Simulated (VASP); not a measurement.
# Cd in VASP: notebook, part 2 of 2

VASP 6.6.1.

### 3 Single point, PBE (the cell strained at random)

The input, INCAR:

```
SYSTEM = Cd
PREC     = Accurate       ! precision mode
ENCUT    = 520            ! plane-wave cutoff, eV
EDIFF    = 1E-7           ! SCF threshold, eV
ISMEAR   = -1             ! smearing method
SIGMA    = 0.05           ! smearing width, eV
LREAL    = .FALSE.        ! projectors in reciprocal space
LASPH    = .TRUE.         ! aspherical terms in the spheres
NELM     = 80             ! most SCF steps
ALGO     = Normal         ! electronic algorithm
ISIF     = 2              ! what is computed and relaxed
LWAVE    = .FALSE.        ! write WAVECAR
LCHARG   = .FALSE.        ! write CHGCAR
GGA      = PE             ! functional
NBANDS   = 12             ! bands
```

The input, KPOINTS:

```
regular mesh
0
G
  10 10 10
  0 0 0
```

The input, POSCAR:

```
Cd
1.0
   -0.0280460000      2.2259560000      2.2230910000
    2.1870850000     -0.0156480000      2.2106920000
    2.1879660000      2.2144370000     -0.0165280000
Cd
1
Direct
   -0.0083220000      0.0042220000     -0.0061630000
```

Potentials or basis: VASP PAW PBE potentials, release 64 (Cd).

Run with:

```sh
$ cat potpaw_PBE.64/Cd/POTCAR > POTCAR
$ mpirun -np 1 vasp_std > vasp.out
```

OUTCAR:

```text
SYSTEM = Cd
   PREC = Accurate
   ENCUT = 520
   EDIFF = 1E-7
   ISMEAR = -1
   LREAL = .FALSE.
   LASPH = .TRUE.
   NELM = 80
   ISIF = 2
   GGA = PE

 ion  position               nearest neighbor table
   1  0.992  0.004  0.994-

  LATTYP: Found a triclinic cell.
 ALAT       =     5.4386792593
 B/A-ratio  =     0.5795141091
 C/A-ratio  =     0.8096222662
 COS(alpha) =     0.0005563545
 COS(beta)  =     0.4001112520
 COS(gamma) =     0.8698678076

  Lattice vectors:

[... 541 lines left out ...]
     11      21.5281      0.00000
     12      22.4034      0.00000

 [... further k-points ...]

------------------------ aborting loop because EDIFF is reached ----------------------------------------

  FORCE on cell =-STRESS in cart. coord.  units (eV):
  Direction    XX          YY          ZZ          XY          YZ          ZX
  --------------------------------------------------------------------------------------
  -------------------------------------------------------------------------------------
  Total        0.3643265      0.3363567      0.3361915     -0.0506472     -0.0404126     -0.0500776
  in kB       26.7423015     24.6892631     24.6771377     -3.7176067     -2.9663643     -3.6757945
  external PRESSURE =      25.3695674 kB  Pullay stress =       0.0000000 kB

 VOLUME and BASIS-vectors are now :
 -----------------------------------------------------------------------------
  energy-cutoff  :      520.00
  volume of cell :       21.83
      direct lattice vectors                 reciprocal lattice vectors
    -0.028046000  2.225956000  2.223091000    -0.224267381  0.223254322  0.223452796
     2.187085000 -0.015648000  2.210692000     0.227222655 -0.222819864  0.225973611
     2.187966000  2.214437000 -0.016528000     0.227039605  0.225591885 -0.223018337

 POSITION                                       TOTAL-FORCE (eV/Angst)
 -----------------------------------------------------------------------------------
      2.15590      4.40815      2.19750        -0.000000     -0.000000     -0.000000
 -----------------------------------------------------------------------------------
    total drift:                                0.000006     -0.000015      0.000006

  FREE ENERGIE OF THE ION-ELECTRON SYSTEM (eV)
  ---------------------------------------------------
  free  energy   TOTEN  =        -0.7337973282 eV

  energy  without entropy=       -0.7298415807  energy(sigma->0) =       -0.73181945
```

OSZICAR:

```text
N       E                     dE             d eps       ncg     rms          rms(c)
DAV:   1     0.701751457993E+02    0.70175E+02   -0.69810E+03 12948   0.995E+02
DAV:   2     0.489904319160E+00   -0.69685E+02   -0.66289E+02 13268   0.237E+02
DAV:   3    -0.777572928628E+00   -0.12675E+01   -0.12669E+01 14308   0.359E+01
DAV:   4    -0.779129918334E+00   -0.15570E-02   -0.15569E-02 13548   0.124E+00
DAV:   5    -0.779133551001E+00   -0.36327E-05   -0.36327E-05 14332   0.602E-02    0.309E+00
DAV:   6    -0.735545827573E+00    0.43588E-01   -0.11897E-01 14400   0.439E+00    0.247E+00
DAV:   7    -0.733573478283E+00    0.19723E-02   -0.11142E-02 14092   0.111E+00    0.122E+00
DAV:   8    -0.733761989130E+00   -0.18851E-03   -0.14199E-03 12680   0.509E-01    0.585E-02
DAV:   9    -0.733791954146E+00   -0.29965E-04   -0.11758E-05 14384   0.326E-02    0.129E-02
DAV:  10    -0.733797395729E+00   -0.54416E-05   -0.41545E-06 12832   0.227E-02    0.128E-03
DAV:  11    -0.733797328160E+00    0.67569E-07   -0.12735E-08  9532   0.123E-03
   1 F= -.73379733E+00 E0= -.73181945E+00  d E =-.395575E-02
```

stdout:

```text
POSCAR found type information on POSCAR Cd
 POSCAR found :  1 types and       1 ions
 scaLAPACK will be used
 LDA part: xc-table for (Slater+PW92), standard interpolation
 POSCAR, INCAR and KPOINTS ok, starting setup
 FFT: planning ... GRIDC
 FFT: planning ... GRID_SOFT
 FFT: planning ... GRID
 WAVECAR not read
 entering main loop
```

It took 65 s on 1 thread of AMD EPYC 7R13 (Zen 3), shared host; peak memory 0.21 GiB.

Results:

```yaml
Free_energy: -0.7338 eV
Pressure: 2.5 GPa
Band_gap_on_the_k_mesh: zero (bands 6 and 7 overlap by 2.68 eV)
```

Caveat: the cell differs from its parent crystal (the cell strained at random).

### 4 Single point, BLYP+D4

The input, INCAR:

```
SYSTEM = Cd
AGGAC = 1.0
AGGAX = 1.0
ALDAC = 0.0
ALDAX = 1.0
ALGO = Normal
EDIFF = 1E-6
ENCUT = 500
GGA = B5
GGA_COMPAT = .FALSE.
ISIF = 2
ISMEAR = 1
IVDW = 13
LASPH = .TRUE.
LCHARG = .FALSE.
LREAL = .FALSE.
LWAVE = .FALSE.
NBANDS = 12
NELM = 120
PREC = Accurate
SIGMA = 0.1
VDW_A1 = 0.44488865
VDW_A2 = 4.0933009
VDW_S6 = 1.0
VDW_S8 = 2.34076671
```

The input, KPOINTS:

```
k-points
0
G
  10 10 10
  0 0 0
```

The input, POSCAR:

```
Cd
1.0
    0.0000000000      2.2181497500      2.2181497500
    2.2181497500      0.0000000000      2.2181497500
    2.2181497500      2.2181497500      0.0000000000
Cd
1
Direct
    0.0000000000      0.0000000000      0.0000000000
```

Run with:

```sh
$ cat potpaw_PBE.64/Cd/POTCAR > POTCAR
$ mpirun -np 1 vasp_std > vasp.out
```

It took 11 s on 1 thread of AMD EPYC 9R45 (Zen 5), shared host; peak memory 0.11 GiB.

Results (log left out):

| Item | Value |
| --- | --- |
| Free energy | -0.8054 eV |
| Pressure | 2.2 GPa |
| Band gap on the k mesh | zero (bands 6 and 7 overlap by 2.61 eV) |
| Dispersion energy per atom | -0.766 eV |

Levels at points of the mesh, in eV from the Fermi level:
```tsv
k point	band 3	band 4	band 5	band 6	band 7	band 8	band 9	band 10
(0.00, 0.00, 0.00)	-9.35	-8.90	-8.90	-8.86	14.11	14.74	14.74	14.74
(0.50, 0.00, 0.00)	-9.34	-8.52	-8.52	-2.29	-1.52	12.26	12.26	13.30
(0.50, 0.50, 0.00)	-8.54	-8.42	-8.42	-0.84	1.20	6.64	6.64	11.22
```

Caveat: the PAW data sets were made with another functional, which shifts forces and pressure a little.

### 5 Overview

| level | cell | k mesh | cutoff (eV) | smearing | gap on the mesh (eV) | pressure (GPa) |
| --- | --- | --- | --- | --- | --- | --- |
| PBE+D3(BJ) | a = 3.164, b = 3.103, c = 3.151 Å, angles 59.2, 59.5, 61.1°, 1 atom | 8 × 8 × 8 | 520 | methfessel-paxton 0.01 eV | none | -0.5 |
| PBE | a = 3.146, b = 3.110, c = 3.113 Å, angles 60.9, 60.4, 60.5°, 1 atom | 10 × 10 × 10 | 520 | fermi-dirac 0.05 eV | none | 2.5 |
| BLYP+D4 | a = 3.137 Å, angles 60.0°, 1 atom | 10 × 10 × 10 | 500 | methfessel-paxton 0.1 eV | none | 2.2 |

Alike in all rows: task single point; potentials or basis VASP PAW PBE potentials, release 64 (Cd); no spin polarisation.

Caveats: the PAW data sets were made with another functional, which shifts forces and pressure a little (at least some runs).

Absolute energies hang on the potentials; compare differences alone.
